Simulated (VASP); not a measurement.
A run of VASP 6.6.1 is set up as follows.

The input INCAR:

```
PREC     = Accurate       # precision mode
ENCUT    = 520            # plane-wave cutoff, eV
EDIFF    = 1E-6           # SCF threshold, eV
ISMEAR   = -1             # smearing method
SIGMA    = 0.02           # smearing width, eV
LREAL    = F              # projectors in reciprocal space
LASPH    = T              # aspherical terms in the spheres
NELM     = 100            # most SCF steps
ALGO     = Normal         # electronic algorithm
ISIF     = 2              # what is computed and relaxed
LWAVE    = F              # write WAVECAR
LCHARG   = F              # write CHGCAR
GGA      = PE             # functional
NBANDS   = 27             # bands
```

File KPOINTS:

```
regular mesh
0
Gamma
  4 4 4
```

The input POSCAR:

```
NaSrBr3
1.0
    5.9276796455      0.1185535929      0.0000000000
    0.1185535929      5.9276796455      0.0000000000
    0.0000000000      0.0000000000      5.9276796455
Na Sr Br
1 1 3
Direct
    0.0000000000      0.0000000000      0.0000000000
    0.5000000000      0.5000000000      0.5000000000
    0.5000000000      0.5000000000      0.0000000000
    0.5000000000      0.0000000000      0.5000000000
    0.0000000000      0.5000000000      0.5000000000
```

Potentials or basis: VASP PAW PBE potentials, release 64 (Na_pv, Sr_sv, Br).

The run is started by

```console
$ cat potpaw_PBE.64/Na_pv/POTCAR potpaw_PBE.64/Sr_sv/POTCAR potpaw_PBE.64/Br/POTCAR > POTCAR
$ mpirun -np 1 vasp_std > vasp.out
```

Question: Estimate the pressure.

Answer: 0.4 GPa.

Question: What does it give for the band gap on the k mesh?

Answer: 2.96 eV (least direct gap 3.16 eV).

Stress tensor (GPa, compression positive):
```
 0.36 -0.11  0.00
-0.11  0.36  0.00
 0.00  0.00  0.37
```

Caveat: the cell differs from its parent crystal (shear xy strain +4.0%). A k mesh can miss the band edges.
